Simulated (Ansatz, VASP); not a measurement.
## Two plane-wave programs on ZrN

```
Zr N
1.0
     0.00000    2.29427    2.29427
     2.29427    0.00000    2.29427
     2.29427    2.29427    0.00000
Zr N
1 1
Cartesian
  2.2943 2.2943 2.2943
  0.0000 0.0000 0.0000
```

Alike in both runs: task single point; functional PBE; k mesh 8 × 8 × 8; no spin polarisation.

|  | VASP | Ansatz |
| --- | --- | --- |
| version | VASP 6.6.1 | Ansatz 0.2.0 |
| potentials or method | VASP PAW PBE potentials, release 64 (Zr_sv, N), cutoff 600 eV | scalar-relativistic, plane waves, PAW |
| occupations | tetrahedron | tetrahedron-uncorrected |
| valence electrons in the cell | 17 | 17 |

|  | VASP | Ansatz | Ansatz less VASP |
| --- | --- | --- | --- |
| gap on the k mesh at the Fermi level (eV) | none | none | - |
| pressure (GPa) | 2.3 | 2.1 | -0.15 |

A gap of «none» marks a metal or a gap that the smearing closes. Ansatz's warnings: band table not solved further.
